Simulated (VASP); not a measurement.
# AlN (P6_3/mmc) in VASP: a series of runs

AlN is run at these levels: PBE; tasks: single point.

Program: VASP 6.6.1. These are calculated values, not measurements. Logs are shortened: lines on timing, memory, paths and dates and some standing lists are left out, and cuts for length are marked.

### Step 1. The cell of the first run

The structure is hexagonal, space group P6_3/mmc (No. 194). Conventional cell: a = 3.479 Å, b = 3.479 Å, c = 4.062 Å, α = 90.00°, β = 90.00°, γ = 120.00°. Al (site symmetry -6m2) has 5 N at 2.01 to 2.03 Å within 2.7 Å. N (site symmetry -6m2) has 5 Al at 2.01 to 2.03 Å within 2.7 Å.

### Step 2. Single point, PBE

INCAR

```
  PREC = Accurate
  ENCUT = 520
  EDIFF = 1E-7
  ISMEAR = 0
  SIGMA = 0.05
  LREAL = False
  LASPH = True
  NELM = 100
  ALGO = Normal
  ISIF = 2
  LWAVE = False
  LCHARG = False
  GGA = PE
  NBANDS = 16
```

KPOINTS

```
regular mesh
0
Gamma
  9 9 6
```

POSCAR

```
AlN
1.0
    3.4792000000      0.0000000000      0.0000000000
   -1.7396000000      3.0130755848      0.0000000000
    0.0000000000      0.0000000000      4.0620000000
Al N
2 2
Direct
    0.3333333333      0.6666666667      0.7500000000
    0.6666666667      0.3333333333      0.2500000000
    0.3333333333      0.6666666667      0.2500000000
    0.6666666667      0.3333333333      0.7500000000
```

Potentials or basis: VASP PAW PBE potentials, release 64 (Al, N).

Started as:

```console
$ cat potpaw_PBE.64/Al/POTCAR potpaw_PBE.64/N/POTCAR > POTCAR
$ mpirun -np 1 vasp_std > vasp.out
```

OUTCAR:

```text
PREC = Accurate
   ENCUT = 520
   EDIFF = 1E-7
   ISMEAR = 0
   LREAL = False
   LASPH = True
   NELM = 100
   ISIF = 2
   GGA = PE

 ion  position               nearest neighbor table
   1  0.333  0.667  0.750-   4 2.01   4 2.01   4 2.01   3 2.03   3 2.03   2 2.86   2 2.86   2 2.86
                             2 2.86   2 2.86   2 2.86
   2  0.667  0.333  0.250-   3 2.01   3 2.01   3 2.01   4 2.03   4 2.03   1 2.86   1 2.86   1 2.86
                             1 2.86   1 2.86   1 2.86
   3  0.333  0.667  0.250-   2 2.01   2 2.01   2 2.01   1 2.03   1 2.03
   4  0.667  0.333  0.750-   1 2.01   1 2.01   1 2.01   2 2.03   2 2.03

  LATTYP: Found a hexagonal cell.
 ALAT       =     3.4792000000
 C/A-ratio  =     1.1675097724

  Lattice vectors:

 A1 = (   3.4792000000,   0.0000000000,   0.0000000000)
 A2 = (  -1.7396000000,   3.0130755848,   0.0000000000)
 A3 = (   0.0000000000,   0.0000000000,   4.0620000000)

Analysis of symmetry for initial positions (statically):
=====================================================================
 Subroutine PRICEL returns:
 Original cell was already a primitive cell.

 Routine SETGRP: Setting up the symmetry group for a
 hexagonal supercell.

 Subroutine GETGRP returns: Found 24 space group operations
 (whereof 12 operations were pure point group operations)
 out of a pool of 24 trial point group operations.

The static configuration has the point symmetry D_3d.
 The point group associated with its full space group is D_6h.

Analysis of symmetry for dynamics (positions and initial velocities):
=====================================================================
 Subroutine PRICEL returns:
 Original cell was already a primitive cell.

 Routine SETGRP: Setting up the symmetry group for a
 hexagonal supercell.

 Subroutine GETGRP returns: Found 24 space group operations
 (whereof 12 operations were pure point group operations)
 out of a pool of 24 trial point group operations.

The dynamic configuration has the point symmetry D_3d.
 The point group associated with its full space group is D_6h.

 Subroutine INISYM returns: Found 24 space group operations
 (whereof 12 operations are pure point group operations),
 and found     1 'primitive' translations

----------------------------------------------------------------------------------------

                                     Primitive cell

  volume of cell :      42.5823

[... 88 lines left out ...]
   LSORBIT =      F    spin-orbit coupling
   LASPH  =      T    aspherical Exc in radial PAW
   ENCUT  =  520.0 eV  38.22 Ry    6.18 a.u.   6.47  6.47  7.55*2*pi/ulx,y,z
   NELM   =    100;   NELMIN=  2; NELMDL= -5     # of ELM steps
   EDIFF  = 0.1E-06   stopping-criterion for ELM
   LREAL  =      F    real-space projection
   EDIFFG = 0.1E-05   stopping-criterion for IOM
   NSW    =      0    number of steps for IOM
   IBRION =     -1    ionic relax: 0-MD 1-quasi-New 2-CG
   NFREE  =      0    steps in history (QN), initial steepest desc. (CG)
   ISIF   =      2    stress and relaxation
   ISYM   =      2    0-nonsym 1-usesym 2-fastsym
   POTIM  = 0.5000    time-step for ionic-motion
   TEBEG  =    0.0;   TEEND  =   0.0 temperature during run
   PSTRESS=    0.0 pullay stress
   NELECT =      16.0000    total number of electrons
   NUPDOWN=      -1.0000    fix difference up-down
   EMIN   =  10.00;   EMAX   =-10.00  energy-range for DOS
   EFERMI =   0.00;   METHOD = LEGACY
   ISMEAR =     0;   SIGMA  =   0.05  broadening in eV -4-tet -1-fermi 0-gaus
   EFERMI_NEDOS =   21; number of points for ismear=-14 and -15
   IALGO  =     38    algorithm
   IMIX   =      4    mixing-type and parameters
     AMIX     =   0.40;   BMIX     =  1.00
     AMIX_MAG =   1.60;   BMIX_MAG =  1.00
  volume/ion in A,a.u.               =      10.65        71.84
  Fermi-wavevector in a.u.,A,eV,Ry     =   1.181331  2.232392 18.987524  1.395544
  Thomas-Fermi vector in A             =   2.317607
   LORBIT       =      0    0 simple, 1 ext, 2 COOP (PROOUT), +10 PAW based schemes
   GGA     = PE    functional components
   LHFCALC =     F    Hartree Fock is set to
   AEXX    =    0.0000 exact exchange contribution
   IVDW    =     0    specifies the selected vdW correction
   LEPSILON=     F    determine dielectric tensor
   LRPA    =     F    only Hartree local field effects (RPA)
 non-spin polarized calculation
 Gauss-broadening in eV      SIGMA  =   0.05
  energy-cutoff  :      520.00
  volume of cell :       42.58
 maximum number of plane-waves:      1176
 NGX is ok and might be reduce to    28
   NGX = 13   NGY = 13   NGZ = 15

 number of electron      16.0000000 magnetization

 Free energy of the ion-electron system (eV)
  ---------------------------------------------------
  ext. energy  EPLUGINS =         0.00000000
  ---------------------------------------------------
  free energy    TOTEN  =       -29.10655256 eV

  energy without entropy =      -29.10655256  energy(sigma->0) =      -29.10655256

 E-fermi :   7.0060     XC(G=0): -10.8456

 val. band max:        6.8006161121   @ k =   0.0000   0.0000   0.0000
 cond. band min:       9.8558790202   @ k =   0.0000   0.0000   0.0000
 fundamental gap:      3.0552629081
 Fermi energy:         7.0060016727

 k-point     1 :       0.0000    0.0000    0.0000
  band No.  band energies     occupation
      1      -9.1316      2.00000
      2      -5.4804      2.00000
      3       0.8590      2.00000
      4       3.8609      2.00000
      5       3.8609      2.00000
      6       5.8490      2.00000
[... 433 lines left out ...]
      3       1.0342      2.00000
      4       1.8603      2.00000
      5       1.8603      2.00000
      6       4.8394      2.00000
[... 8 lines left out ...]
     15      18.3757      0.00000
     16      19.9250      0.00000

 [... further k-points ...]
[... 5 lines left out ...]
  --------------------------------------------------------------------------------------
  -------------------------------------------------------------------------------------
  Total       -4.3250527     -4.3250527     -1.1108761      0.0000000      0.0000000      0.0000000
  in kB     -162.7318816   -162.7318816    -41.7971678      0.0000000      0.0000000      0.0000000
  external PRESSURE =    -122.4203103 kB  Pullay stress =       0.0000000 kB

 VOLUME and BASIS-vectors are now :
 -----------------------------------------------------------------------------
  energy-cutoff  :      520.00
  volume of cell :       42.58
      direct lattice vectors                 reciprocal lattice vectors
     3.479200000  0.000000000  0.000000000     0.287422396  0.165943398  0.000000000
    -1.739600000  3.013075585  0.000000000     0.000000000  0.331886795  0.000000000
     0.000000000  0.000000000  4.062000000     0.000000000  0.000000000  0.246184146

 POSITION                                       TOTAL-FORCE (eV/Angst)
 -----------------------------------------------------------------------------------
     -0.00000      2.00872      3.04650         0.000000      0.000000      0.000000
      1.73960      1.00436      1.01550        -0.000000      0.000000      0.000000
     -0.00000      2.00872      1.01550         0.000000      0.000000      0.000000
      1.73960      1.00436      3.04650        -0.000000     -0.000000      0.000000
 -----------------------------------------------------------------------------------
    total drift:                                0.000000     -0.000000      0.000000

  FREE ENERGIE OF THE ION-ELECTRON SYSTEM (eV)
  ---------------------------------------------------
  free  energy   TOTEN  =       -29.1065525591 eV

  energy  without entropy=      -29.1065525591  energy(sigma->0) =      -29.10655256
```

stdout:

```text
POSCAR found type information on POSCAR AlN
 POSCAR found :  2 types and       4 ions
 scaLAPACK will be used
 LDA part: xc-table for (Slater+PW92), standard interpolation
 POSCAR, INCAR and KPOINTS ok, starting setup
 FFT: planning ... GRIDC
 FFT: planning ... GRID_SOFT
 FFT: planning ... GRID
 WAVECAR not read
 entering main loop
```

It took 17 s on 1 thread of Intel Xeon Platinum 8488C (Sapphire Rapids), shared host; peak memory 0.17 GiB.

What came out:

```yaml
Free_energy: -29.1066 eV
Pressure: -12.2 GPa
Band_gap_on_the_k_mesh: 3.06 eV, direct
```

### Step 3. Single point, PBE

This run uses another cell than the first one, of 10.58 Å³/atom, 0.994 times its volume.

INCAR

```
SYSTEM = AlN
PREC     = Accurate       ! precision mode
ENCUT    = 520            ! plane-wave cutoff, eV
EDIFF    = 1E-7           ! SCF threshold, eV
ISMEAR   = 0              ! smearing method
SIGMA    = 0.05           ! smearing width, eV
LREAL    = .FALSE.        ! projectors in reciprocal space
LASPH    = .TRUE.         ! aspherical terms in the spheres
NELM     = 80             ! most SCF steps
ALGO     = Normal         ! electronic algorithm
ISIF     = 2              ! what is computed and relaxed
LWAVE    = .FALSE.        ! write WAVECAR
LCHARG   = .TRUE.         ! write CHGCAR
GGA      = PE             ! functional
LELF     = .TRUE.         ! ELF
LVHAR    = .TRUE.       
NBANDS   = 16             ! bands
```

KPOINTS

```
regular mesh
0
G
  9 9 6
  0 0 0
```

POSCAR

```
AlN
1.0
    3.2721000000      0.0000000000      0.0000000000
   -1.6360500000      2.8337217237      0.0000000000
    0.0000000000      0.0000000000      4.5645000000
Al N
2 2
Direct
    0.3333333333      0.6666666667      0.7500000000
    0.6666666667      0.3333333333      0.2500000000
    0.3333333333      0.6666666667      0.2500000000
    0.6666666667      0.3333333333      0.7500000000
```

Potentials or basis: VASP PAW PBE potentials, release 64 (Al, N).

Started as:

```console
$ cat potpaw_PBE.64/Al/POTCAR potpaw_PBE.64/N/POTCAR > POTCAR
$ mpirun -np 1 vasp_std > vasp.out
```

It took 14 s on 1 thread of Intel Xeon Platinum 8488C (Sapphire Rapids), shared host; peak memory 0.16 GiB.

It converged, with:

```
Free energy            : -29.1728 eV
Pressure               : -6.3 GPa
Band gap on the k mesh : 2.56 eV, direct
```

Stress tensor (GPa, compression positive):
```
 -3.50   0.00   0.00
  0.00  -3.50   0.00
  0.00   0.00 -11.96
```

Levels at points of the mesh, in eV from the valence-band top:
```
           k point  band 5  band 6  band 7  band 8  band 9  band 10  band 11  band 12
(0.00, 0.00, 0.00)   -3.09   -1.95   -1.95    0.00    2.56     4.21     8.31     8.31
(0.00, 0.00, 0.50)   -2.55   -2.55   -2.55   -2.55    5.08     5.08     8.61     8.61
```

### Step 4. Single point, PBE

This run uses another cell than the first one, of 10.97 Å³/atom, 1.031 times its volume.

INCAR

```
PREC     = Accurate       # precision mode
ENCUT    = 520            # plane-wave cutoff, eV
EDIFF    = 1E-6           # SCF threshold, eV
ISMEAR   = 0              # smearing method
SIGMA    = 0.05           # smearing width, eV
LREAL    = False          # projectors in reciprocal space
LASPH    = True           # aspherical terms in the spheres
NELM     = 100            # most SCF steps
ALGO     = Normal         # electronic algorithm
ISIF     = 2              # what is computed and relaxed
LWAVE    = False          # write WAVECAR
LCHARG   = True           # write CHGCAR
GGA      = PE             # functional
LELF     = True           # ELF
LVHAR    = True         
NBANDS   = 16             # bands
```

KPOINTS

```
regular mesh
0
Gamma
  9 9 6
```

POSCAR

```
AlN
1.0
    3.4792000000      0.0000000000      0.0000000000
   -1.7396000000      3.0130755848      0.0000000000
    0.0000000000      0.0000000000      4.1875902404
Al N
2 2
Direct
    0.3333333333      0.6666666667      0.7500000000
    0.6666666667      0.3333333333      0.2500000000
    0.3333333333      0.6666666667      0.2500000000
    0.6666666667      0.3333333333      0.7500000000
```

Started as:

```console
$ cat potpaw_PBE.64/Al/POTCAR potpaw_PBE.64/N/POTCAR > POTCAR
$ mpirun -np 1 vasp_std > vasp.out
```

Run time: 25 s. Hardware: 1 thread of Intel Xeon Platinum 8488C (Sapphire Rapids), shared host; peak memory 0.17 GiB.

Results (log left out):

```yaml
Free_energy: -29.0381 eV
Pressure: -17.2 GPa
Band_gap_on_the_k_mesh: 2.72 eV, direct
```

Stress tensor (GPa, compression positive):
```
-19.69   0.00   0.00
  0.00 -19.69   0.00
  0.00   0.00 -12.11
```

Levels at points of the mesh, in eV from the valence-band top:
```
           k point  band 6  band 7  band 8  band 9  band 10  band 11
(0.00, 0.00, 0.00)   -1.11   -1.11    0.00    2.72     3.68     7.71
(0.00, 0.00, 0.50)   -2.05   -2.05   -2.05    5.27     5.27     7.87
```

As with any semilocal functional, this PBE gap is likely too small.

### Step 5. Single point, PBE

This run uses another cell than the first one, of 10.85 Å³/atom, 1.019 times its volume.

INCAR

```
SYSTEM = AlN
  PREC = Accurate
  ENCUT = 520
  EDIFF = 1E-6
  ISMEAR = 0
  SIGMA = 0.05
  LREAL = .FALSE.
  LASPH = .TRUE.
  NELM = 100
  ALGO = Normal
  ISIF = 2
  LWAVE = .FALSE.
  LCHARG = .FALSE.
  GGA = PE
  NBANDS = 16
```

KPOINTS

```
Automatic mesh
0
G
  9 9 6
  0 0 0
```

POSCAR

```
AlN
1.0
    3.3134793403      0.0000000000      0.0000000000
   -1.6567396702      2.8695572836      0.0000000000
    0.0000000000      0.0000000000      4.5645000000
Al N
2 2
Direct
    0.3333333333      0.6666666667      0.7500000000
    0.6666666667      0.3333333333      0.2500000000
    0.3333333333      0.6666666667      0.2500000000
    0.6666666667      0.3333333333      0.7500000000
```

Started as:

```console
$ cat potpaw_PBE.64/Al/POTCAR potpaw_PBE.64/N/POTCAR > POTCAR
$ mpirun -np 1 vasp_std > vasp.out
```

Run time: 24 s. Hardware: 1 thread of Intel Xeon Platinum 8488C (Sapphire Rapids), shared host; peak memory 0.17 GiB.

The run converged. Its results:

```yaml
Free_energy: -29.1275 eV
Pressure: -11.4 GPa
Band_gap_on_the_k_mesh: 2.38 eV, direct
```

Stress tensor (GPa, compression positive):
```
 -9.92   0.00   0.00
  0.00  -9.92   0.00
  0.00   0.00 -14.23
```

Levels at points of the mesh, in eV from the valence-band top:
| k point | band 5 | band 6 | band 7 | band 8 | band 9 | band 10 | band 11 | band 12 |
| --- | --- | --- | --- | --- | --- | --- | --- | --- |
| (0.00, 0.00, 0.00) | -3.05 | -1.87 | -1.87 | 0.00 | 2.38 | 3.93 | 8.09 | 8.09 |
| (0.00, 0.00, 0.50) | -2.49 | -2.49 | -2.49 | -2.49 | 4.90 | 4.90 | 8.40 | 8.40 |

Expect the measured gap to be larger: semilocal functionals such as PBE lack the derivative discontinuity.

### Step 6. Single point, PBE

This run uses another cell than the first one, of 10.87 Å³/atom, 1.021 times its volume.

INCAR

```
PREC = Accurate ; ENCUT = 520
EDIFF = 1E-6 ; ISMEAR = 0
SIGMA = 0.05 ; LREAL = False
LASPH = True ; NELM = 80
ALGO = Normal ; ISIF = 2
LWAVE = False ; LCHARG = False
GGA = PE ; NBANDS = 16
```

KPOINTS

```
regular mesh
0
Gamma
  9 9 6
```

POSCAR

```
AlN
1.0
    3.2721000000      0.0000000000      0.0000000000
   -1.6360500000      2.8337217237      0.0000000000
    0.0000000000      0.0000000000      4.6901000000
Al N
2 2
Direct
    0.3333333333      0.6666666667      0.7500000000
    0.6666666667      0.3333333333      0.2500000000
    0.3333333333      0.6666666667      0.2500000000
    0.6666666667      0.3333333333      0.7500000000
```

Potentials or basis: VASP PAW PBE potentials, release 64 (Al, N).

Started as:

```console
$ cat potpaw_PBE.64/Al/POTCAR potpaw_PBE.64/N/POTCAR > POTCAR
$ mpirun -np 1 vasp_std > vasp.out
```

It took 15 s on 1 thread of Intel Xeon Platinum 8488C (Sapphire Rapids), shared host; peak memory 0.16 GiB.

Results (log left out):

```
Free energy            : -29.0788 eV
Pressure               : -8.7 GPa
Band gap on the k mesh : 2.32 eV, direct
```

Stress tensor (GPa, compression positive):
```
 -6.08   0.00   0.00
  0.00  -6.08   0.00
  0.00   0.00 -13.88
```

Levels at points of the mesh, in eV from the valence-band top:
```
           k point  band 5  band 6  band 7  band 8  band 9  band 10  band 11  band 12
(0.00, 0.00, 0.00)   -2.99   -1.98   -1.98    0.00    2.32     4.16     8.35     8.35
(0.00, 0.00, 0.50)   -2.50   -2.50   -2.50   -2.50    4.89     4.89     8.59     8.59
```

As with any semilocal functional, this PBE gap is likely too small.

### Step 7. The runs side by side

| cell | gap on the mesh (eV) | pressure (GPa) |
| --- | --- | --- |
| a = 3.479, b = 3.479, c = 4.062 Å, angles 90.0, 90.0, 120.0°, 4 atoms | 3.06 | -12.2 |
| a = 3.272, b = 3.272, c = 4.564 Å, angles 90.0, 90.0, 120.0°, 4 atoms | 2.56 | -6.3 |
| a = 3.479, b = 3.479, c = 4.188 Å, angles 90.0, 90.0, 120.0°, 4 atoms | 2.72 | -17.2 |
| a = 3.313, b = 3.313, c = 4.564 Å, angles 90.0, 90.0, 120.0°, 4 atoms | 2.38 | -11.4 |
| a = 3.272, b = 3.272, c = 4.690 Å, angles 90.0, 90.0, 120.0°, 4 atoms | 2.32 | -8.7 |

Alike in all rows: task single point; level PBE; potentials or basis VASP PAW PBE potentials, release 64 (Al, N); no spin polarisation; k mesh 9 × 9 × 6; cutoff (eV) 520; smearing gaussian 0.05 eV.

Total energies depend on the potentials used, so only differences within one code and one set of settings carry meaning.
